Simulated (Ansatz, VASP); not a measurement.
## One calculation of KF, two programs

Contents of INCAR:

```
SYSTEM = KF
PREC     = Accurate       ! precision mode
ENCUT    = 520            ! plane-wave cutoff, eV
EDIFF    = 1E-6           ! SCF threshold, eV
ISMEAR   = 0              ! smearing method
SIGMA    = 0.05           ! smearing width, eV
LREAL    = .False.        ! projectors in reciprocal space
LASPH    = .True.         ! aspherical terms in the spheres
NELM     = 80             ! most SCF steps
ALGO     = Normal         ! electronic algorithm
ISIF     = 2              ! what is computed and relaxed
LWAVE    = .False.        ! write WAVECAR
LCHARG   = .False.        ! write CHGCAR
GGA      = PE             ! functional
NBANDS   = 15             ! bands
```

The input KPOINTS:

```
Automatic mesh
0
Gamma
  8 8 8
  0 0 0
```

The input POSCAR:

```
KF
1.0
    0.1503843750      2.6735000000      2.6735000000
    2.8238843750      0.0000000000      2.8238843750
    2.6735000000      2.6735000000      0.1503843750
K F
1 1
Direct
    0.0000000000      0.0000000000      0.0000000000
    0.5000000000      0.5000000000      0.5000000000
```

Input for Ansatz:

```yaml
crystal:
  lattice:
    - [0.150384375, 2.6735, 2.6735]
    - [2.823884375, 0.0, 2.823884375]
    - [2.6735, 2.6735, 0.150384375]
  atoms:
    - { symbol: K, position: [0.0, 0.0, 0.0] }
    - { symbol: F, position: [0.5, 0.5, 0.5] }
basis:
  ecutwfc: 420
kpoints:
  mp_grid: { grid: [8, 8, 8] }
hamiltonian:
  xc: pbe
scf:
  occupations: { method: gaussian, width: 0.05 }
output:
  forces: true
  stress: true
  eigenvalues: true
```

Change from the starting cell: strain +0.1125 x Voigt [0, 0, 0, 0, 1, 0], atoms carried along.

Alike in both runs: task single point; functional PBE; k mesh 8 × 8 × 8; occupations gaussian, width 0.05 eV; no spin polarisation.

|  | VASP | Ansatz |
| --- | --- | --- |
| version | VASP 6.6.1 | Ansatz 0.2.0 |
| potentials or method | VASP PAW PBE potentials, release 64 (K_sv, F), cutoff 520 eV | scalar-relativistic, plane waves, PAW |
| valence electrons in the cell | 16 | 16 |

```tsv
	VASP	Ansatz	Ansatz less VASP
gap on the k mesh at the Fermi level (eV)	6.06	6.08	+0.017
least direct gap on the mesh (eV)	6.06	6.08	+0.017
pressure (GPa)	1.3	1.3	-0.04
traceless stress, the component that is largest in VASP (GPa)	-1.50	-1.52	-0.018
```

With one functional, cell and mesh, what is left measures potentials, basis and numerics.
